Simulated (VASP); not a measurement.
# Hg (Im-3m) in VASP: further runs

The runs below take Hg through relaxation of cell and atoms, with LDA.

All numbers are computed with VASP 6.6.1; they aren't measurements. Logs are shortened: lines on timing, memory, paths and dates and some standing lists are left out, and cuts for length are marked.

## Step 1: The cell of the first run

The structure is cubic, space group Im-3m (No. 229). Conventional cell: a = 3.414 Å, b = 3.414 Å, c = 3.414 Å, α = 90.00°, β = 90.00°, γ = 90.00°. Hg (site symmetry m-3m) has 14 Hg at 2.96 to 3.41 Å within 3.9 Å.

## Step 2: Relaxation of cell and atoms, LDA, target pressure 9.5 GPa, at which the enthalpy is minimised

INCAR reads:

```
SYSTEM = Hg
PREC = Accurate ; ENCUT = 600
EDIFF = 1E-6 ; ISMEAR = -1
SIGMA = 0.1 ; LREAL = .FALSE.
LASPH = .TRUE. ; NELM = 100
ALGO = Normal ; ISIF = 3
LWAVE = .FALSE. ; LCHARG = .FALSE.
GGA = CA ; IBRION = 2
NSW = 32 ; EDIFFG = -0.005
PSTRESS = 95.0
```

KPOINTS reads:

```
Automatic mesh
0
G
  16 16 16
  0 0 0
```

POSCAR reads:

```
Hg
1.0
   -1.7068276833      1.7068276833      1.7068276833
    1.7068276833     -1.7068276833      1.7068276833
    1.7068276833      1.7068276833     -1.7068276833
Hg
1
Direct
    0.0000000000      0.0000000000      0.0000000000
```

Potentials or basis: VASP PAW LDA potentials, release 64 (Hg).

Command:

```sh
$ cat potpaw_LDA.64/Hg/POTCAR > POTCAR
$ mpirun -np 1 vasp_std > vasp.out
```

OUTCAR:

```text
SYSTEM = Hg
   PREC = Accurate
   ENCUT = 600
   EDIFF = 1E-6
   ISMEAR = -1
   LREAL = .FALSE.
   LASPH = .TRUE.
   NELM = 100
   ISIF = 3
   GGA = CA
   IBRION = 2
   NSW = 32
   EDIFFG = -0.005
   PSTRESS = 95.0

 ion  position               nearest neighbor table
   1  0.000  0.000  0.000-

  LATTYP: Found a body centered cubic cell.
 ALAT       =     3.4136553666

  Lattice vectors:

 A1 = (  -1.7068276833,   1.7068276833,   1.7068276833)
 A2 = (   1.7068276833,  -1.7068276833,   1.7068276833)
 A3 = (   1.7068276833,   1.7068276833,  -1.7068276833)

Analysis of symmetry for initial positions (statically):
=====================================================================
 Subroutine PRICEL returns:
 Original cell was already a primitive cell.

 Routine SETGRP: Setting up the symmetry group for a
 body centered cubic supercell.

 Subroutine GETGRP returns: Found 48 space group operations
 (whereof 48 operations were pure point group operations)
 out of a pool of 48 trial point group operations.

The static configuration has the point symmetry O_h .

Analysis of symmetry for dynamics (positions and initial velocities):
=====================================================================
 Subroutine PRICEL returns:
 Original cell was already a primitive cell.

 Routine SETGRP: Setting up the symmetry group for a
 body centered cubic supercell.

 Subroutine GETGRP returns: Found 48 space group operations
 (whereof 48 operations were pure point group operations)
 out of a pool of 48 trial point group operations.

The dynamic configuration has the point symmetry O_h .

 Subroutine INISYM returns: Found 48 space group operations
 (whereof 48 operations are pure point group operations),
 and found     1 'primitive' translations

----------------------------------------------------------------------------------------

                                     Primitive cell

  volume of cell :      19.8897

  direct lattice vectors                    reciprocal lattice vectors
    -1.706827683  1.706827683  1.706827683     0.000000000  0.292941112  0.292941112
     1.706827683 -1.706827683  1.706827683     0.292941112  0.000000000  0.292941112
     1.706827683  1.706827683 -1.706827683     0.292941112  0.292941112  0.000000000

  length of vectors
     2.956312267  2.956312267  2.956312267     0.414281294  0.414281294  0.414281294

  position of ions in fractional coordinates (direct lattice)
     0.000000000  0.000000000  0.000000000

  ion indices of the primitive-cell ions
   primitive index   ion index
                 1           1

----------------------------------------------------------------------------------------

 KPOINTS: Automatic mesh

Automatic generation of k-mesh.
 Grid dimensions read from file:
 generate k-points for:   16   16   16

 Generating k-lattice:

  Cartesian coordinates                     Fractional coordinates (reciprocal lattice)
     0.000000000  0.018308820  0.018308820     0.062500000  0.000000000  0.000000000
     0.018308820  0.000000000  0.018308820     0.000000000  0.062500000  0.000000000
     0.018308820  0.018308820  0.000000000     0.000000000  0.000000000  0.062500000

  Length of vectors
     0.025892581  0.025892581  0.025892581

  Shift w.r.t. Gamma in fractional coordinates (k-lattice)
     0.000000000  0.000000000  0.000000000

 Subroutine IBZKPT returns following result:
 ===========================================

 Found    145 irreducible k-points:

 Following reciprocal coordinates:
            Coordinates               Weight
  0.000000  0.000000  0.000000      1.000000
  0.062500  0.000000  0.000000     12.000000
  0.125000  0.000000  0.000000     12.000000
  0.187500  0.000000  0.000000     12.000000
  0.250000  0.000000  0.000000     12.000000
  0.312500  0.000000  0.000000     12.000000
[... 16 lines left out ...]
  0.187500  0.187500  0.000000     24.000000
  0.250000  0.187500  0.000000     48.000000
 [... further k-points ...]
   k-points           NKPTS =    145   k-points in BZ     NKDIM =    145   number of bands    NBANDS=     10
   number of dos      NEDOS =    301   number of ions     NIONS =      1
   total plane-waves  NPLWV =  13824
   dimension x,y,z NGX =    24 NGY =   24 NGZ =   24
   dimension x,y,z NGXF=    48 NGYF=   48 NGZF=   48
   ions per type =               1
   NGX,Y,Z   is equivalent  to a cutoff of  13.50, 13.50, 13.50 a.u.
   NGXF,Y,Z  is equivalent  to a cutoff of  26.99, 26.99, 26.99 a.u.
 SYSTEM =  Hg
   PREC   = accura    normal or accurate (medium, high low for compatibility)
   ISTART =      0    job   : 0-new  1-cont  2-samecut
   ICHARG =      2    charge: 1-file 2-atom 10-const
   ISPIN  =      1    spin polarized calculation?
   LNONCOLLINEAR =      F non collinear calculations
   LSORBIT =      F    spin-orbit coupling
   LASPH  =      T    aspherical Exc in radial PAW
   ENCUT  =  600.0 eV  44.10 Ry    6.64 a.u.   5.90  5.90  5.90*2*pi/ulx,y,z
   NELM   =    100;   NELMIN=  2; NELMDL= -5     # of ELM steps
   EDIFF  = 0.1E-05   stopping-criterion for ELM
   LREAL  =      F    real-space projection
   EDIFFG = -.5E-02   stopping-criterion for IOM
   NSW    =     32    number of steps for IOM
   IBRION =      2    ionic relax: 0-MD 1-quasi-New 2-CG
   NFREE  =      1    steps in history (QN), initial steepest desc. (CG)
   ISIF   =      3    stress and relaxation
   ISYM   =      2    0-nonsym 1-usesym 2-fastsym
   POTIM  = 0.5000    time-step for ionic-motion
   TEBEG  =    0.0;   TEEND  =   0.0 temperature during run
   PSTRESS=   95.0 pullay stress
   NELECT =      12.0000    total number of electrons
   NUPDOWN=      -1.0000    fix difference up-down
   EMIN   =  10.00;   EMAX   =-10.00  energy-range for DOS
   EFERMI =   0.00;   METHOD = LEGACY
   ISMEAR =    -1;   SIGMA  =   0.10  broadening in eV -4-tet -1-fermi 0-gaus
   EFERMI_NEDOS =   21; number of points for ismear=-14 and -15
   IALGO  =     38    algorithm
   IMIX   =      4    mixing-type and parameters
     AMIX     =   0.40;   BMIX     =  1.00
     AMIX_MAG =   1.60;   BMIX_MAG =  1.00
  volume/ion in A,a.u.               =      19.89       134.22
  Fermi-wavevector in a.u.,A,eV,Ry     =   1.383329  2.614113 26.036107  1.913600
  Thomas-Fermi vector in A             =   2.507937
   LORBIT       =      0    0 simple, 1 ext, 2 COOP (PROOUT), +10 PAW based schemes
   GGA     = CA    functional components
   LHFCALC =     F    Hartree Fock is set to
   AEXX    =    0.0000 exact exchange contribution
   IVDW    =     0    specifies the selected vdW correction
   LEPSILON=     F    determine dielectric tensor
   LRPA    =     F    only Hartree local field effects (RPA)
 conjugate gradient relaxation of ions
 non-spin polarized calculation
  energy-cutoff  :      600.00
  volume of cell :       19.89
 maximum number of plane-waves:       682
   NGX = 11   NGY = 11   NGZ = 11

--------------------------------------- Ionic step        1  -------------------------------------------

 number of electron      12.0000003 magnetization

 Free energy of the ion-electron system (eV)
  ---------------------------------------------------
  ext. energy  EPLUGINS =         0.00000000
  ---------------------------------------------------
  free energy    TOTEN  =        -0.86280172 eV

  energy without entropy =       -0.85275650  energy(sigma->0) =       -0.85777911

------------------------ aborting loop because EDIFF is reached ----------------------------------------

  FORCE on cell =-STRESS in cart. coord.  units (eV):
  Direction    XX          YY          ZZ          XY          YZ          ZX
  --------------------------------------------------------------------------------------
  -------------------------------------------------------------------------------------
  Total        1.3409655      1.3409655      1.3409655     -0.0000000      0.0000000     -0.0000000
  in kB      108.0187520    108.0187520    108.0187520     -0.0000000      0.0000000     -0.0000000
  external PRESSURE =      13.0187520 kB  Pullay stress =      95.0000000 kB

 VOLUME and BASIS-vectors are now :
 -----------------------------------------------------------------------------
  energy-cutoff  :      600.00
  volume of cell :       19.89
      direct lattice vectors                 reciprocal lattice vectors
    -1.706827683  1.706827683  1.706827683     0.000000000  0.292941112  0.292941112
     1.706827683 -1.706827683  1.706827683     0.292941112  0.000000000  0.292941112
     1.706827683  1.706827683 -1.706827683     0.292941112  0.292941112  0.000000000
[... 44 lines left out ...]
  FREE ENERGIE OF THE ION-ELECTRON SYSTEM (eV)
  ---------------------------------------------------
  free  energy   TOTEN  =        -0.8906809668 eV

  energy  without entropy=       -0.8810884587  energy(sigma->0) =       -0.88588471

  enthalpy is  TOTEN    =         0.3164684641 eV   P V=        1.2071494308

--------------------------------------- Ionic step        3  -------------------------------------------

 number of electron      12.0000002 magnetization

 Free energy of the ion-electron system (eV)
  ---------------------------------------------------
  ext. energy  EPLUGINS =         0.00000000
  ---------------------------------------------------
  free energy    TOTEN  =        -0.87775000 eV

  energy without entropy =       -0.86792350  energy(sigma->0) =       -0.87283675

 E-fermi :   4.0089     XC(G=0): -12.0600

 val. band max:        3.9883211886   @ k =  -0.4375  -0.4375   0.1875
 cond. band min:       4.0394765538   @ k =  -0.3750  -0.4375   0.1875
 fundamental gap:      0.0511553652
 Fermi energy:         4.0089134155

 k-point     1 :       0.0000    0.0000    0.0000
  band No.  band energies     occupation
      1      -6.5544      2.00000
      2      -3.7675      2.00000
      3      -3.7675      2.00000
      4      -3.7675      2.00000
      5      -2.5329      2.00000
      6      -2.5329      2.00000
      7      19.5839      0.00000
      8      19.5839      0.00000
      9      19.5839      0.00000
     10      22.5597      0.00000

 k-point     2 :       0.0625    0.0000    0.0000
  band No.  band energies     occupation
      1      -6.4326      2.00000
      2      -3.7936      2.00000
      3      -3.7594      2.00000
      4      -3.6995      2.00000
      5      -2.5621      2.00000
      6      -2.5313      2.00000
      7      19.2069      0.00000
      8      19.5225      0.00000
      9      19.6593      0.00000
     10      21.4488      0.00000
[... 274 lines left out ...]
 k-point    24 :       0.2500    0.1875    0.0000
  band No.  band energies     occupation
      1      -4.5634      2.00000
      2      -4.0397      2.00000
      3      -3.3182      2.00000
      4      -2.7366      2.00000
      5      -2.3793      2.00000
      6      -0.3535      2.00000
      7       8.4350      0.00000
      8      11.3694      0.00000
      9      15.4586      0.00000
     10      21.0142      0.00000

 [... further k-points ...]

------------------------ aborting loop because EDIFF is reached ----------------------------------------

  FORCE on cell =-STRESS in cart. coord.  units (eV):
  Direction    XX          YY          ZZ          XY          YZ          ZX
  --------------------------------------------------------------------------------------
  -------------------------------------------------------------------------------------
  Total        1.1896255      1.1896255      1.1896255     -0.0000000      0.0000000     -0.0000000
  in kB       94.7036238     94.7036238     94.7036238     -0.0000000      0.0000000     -0.0000000
  external PRESSURE =      -0.2963762 kB  Pullay stress =      95.0000000 kB

 VOLUME and BASIS-vectors are now :
 -----------------------------------------------------------------------------
  energy-cutoff  :      600.00
  volume of cell :       20.13
      direct lattice vectors                 reciprocal lattice vectors
    -1.713555144  1.713555144  1.713555144     0.000000000  0.291791018  0.291791018
     1.713555144 -1.713555144  1.713555144     0.291791018  0.000000000  0.291791018
     1.713555144  1.713555144 -1.713555144     0.291791018  0.291791018  0.000000000

 POSITION                                       TOTAL-FORCE (eV/Angst)
 -----------------------------------------------------------------------------------
      0.00000      0.00000      0.00000         0.000000      0.000000      0.000000
 -----------------------------------------------------------------------------------
    total drift:                               -0.000000      0.000000      0.000000

  FREE ENERGIE OF THE ION-ELECTRON SYSTEM (eV)
  ---------------------------------------------------
  free  energy   TOTEN  =        -0.8777500048 eV

  energy  without entropy=       -0.8679235021  energy(sigma->0) =       -0.87283675

  enthalpy is  TOTEN    =         0.3155984341 eV   P V=        1.1933484389

 reached required accuracy - stopping structural energy minimisation
```

It took 39 s on 1 thread of Intel Xeon 6975P-C (Granite Rapids), shared host; peak memory 0.15 GiB.

Results:

```yaml
Free_energy: -0.8778 eV
Relaxed_volume: 20.13 Å³/atom
Relaxed_cell: a = 2.968 Å, b = 2.968 Å, c = 2.968 Å, α = 109.47°, β = 109.47°, γ = 109.47°
Space_group_after_relaxing_to_0.1_Å: Im-3m (No. 229)
Energy_change_on_relaxing_the_run_minimises_the_enthalpy: -14.9 meV/atom
Ionic_steps: 3
Pressure_after_relaxing: 9.5 GPa
Band_gap_on_the_k_mesh: zero (bands 6 and 7 overlap by 4.63 eV)
```

The path:
```
step  energy change (eV)  largest force (eV/Å)  pressure (GPa)  volume (Å³)
   1              0.0000                0.0000           10.80        19.89
   2             -0.0279                0.0000            8.33        20.36
   3             -0.0149                0.0000            9.47        20.13
```

Final structure:
```yaml
crystal:
  lattice:
    - [-1.71356, 1.71356, 1.71356]
    - [1.71356, -1.71356, 1.71356]
    - [1.71356, 1.71356, -1.71356]
  atoms:
    - { symbol: Hg, position: [0.00000, 0.00000, 0.00000] }
```

Caveat: the cell is relaxed towards a set pressure, so the run minimises the enthalpy, not the energy; spin-orbit coupling is left out, which moves the levels of the heavy elements.

## Step 3: Relaxation of cell and atoms, LDA

This run uses another cell than the first one, of 22.69 Å³/atom.

INCAR reads:

```
SYSTEM = Hg
PREC = Accurate
ENCUT = 600
EDIFF = 1E-7
ISMEAR = -1
SIGMA = 0.1
LREAL = .False.
LASPH = .True.
NELM = 60
ALGO = Normal
ISIF = 3
LWAVE = .False.
LCHARG = .False.
GGA = CA
IBRION = 2
NSW = 60
EDIFFG = -0.005
```

KPOINTS reads:

```
regular mesh
0
Gamma
  16 16 16
  0 0 0
```

POSCAR reads:

```
Hg
1.0
   -1.7834648247      1.7834648247      1.7834648247
    1.7834648247     -1.7834648247      1.7834648247
    1.7834648247      1.7834648247     -1.7834648247
Hg
1
Direct
    0.0000000000      0.0000000000      0.0000000000
```

Potentials or basis: VASP PAW LDA potentials, release 64 (Hg).

Command:

```sh
$ cat potpaw_LDA.64/Hg/POTCAR > POTCAR
$ mpirun -np 1 vasp_std > vasp.out
```

Wall time 52 s (1 thread of Intel Xeon 6975P-C (Granite Rapids), shared host); peak memory 0.17 GiB.

The run converged. Its results:

```
Free energy                           : -0.9473 eV
Relaxed volume                        : 22.86 Å³/atom
Relaxed cell                          : a = 3.097 Å, b = 3.097 Å, c = 3.097 Å, α = 109.47°, β = 109.47°, γ = 109.47°
Space group after relaxing (to 0.1 Å) : Im-3m (No. 229)
Energy gained by relaxing             : 0.2 meV/atom
Ionic steps                           : 2
Pressure after relaxing               : 0.0 GPa
Band gap on the k mesh                : zero (bands 6 and 7 overlap by 4.66 eV)
```

The path:
```tsv
step	energy change (eV)	largest force (eV/Å)	pressure (GPa)	volume (Å³)
1	0.0000	0.0000	0.35	22.69
2	-0.0002	0.0000	-0.01	22.86
```

Final structure:
```
CELL_PARAMETERS angstrom
-1.78778 1.78778 1.78778
1.78778 -1.78778 1.78778
1.78778 1.78778 -1.78778
ATOMIC_POSITIONS crystal
Hg 0.00000 0.00000 0.00000
```

Levels at points of the mesh, in eV from the Fermi level:
| k point | band 2 | band 3 | band 4 | band 5 | band 6 | band 7 | band 8 | band 9 | band 10 |
| --- | --- | --- | --- | --- | --- | --- | --- | --- | --- |
| (0.00, 0.00, 0.00) | -7.14 | -7.14 | -7.14 | -6.17 | -6.17 | 15.32 | 15.32 | 15.32 | 16.74 |
| (0.50, 0.00, 0.00) | -7.64 | -6.24 | -6.11 | -5.46 | -1.49 | -1.08 | 9.69 | 10.28 | 15.22 |
| (0.50, 0.50, 0.50) | -7.92 | -5.63 | -5.63 | -5.63 | 3.57 | 3.88 | 3.88 | 3.88 | 10.49 |

Caveat: spin-orbit coupling is left out, which moves the levels of the heavy elements.

The gap in the log of VASP goes by the Fermi energy; the results here count the filled bands.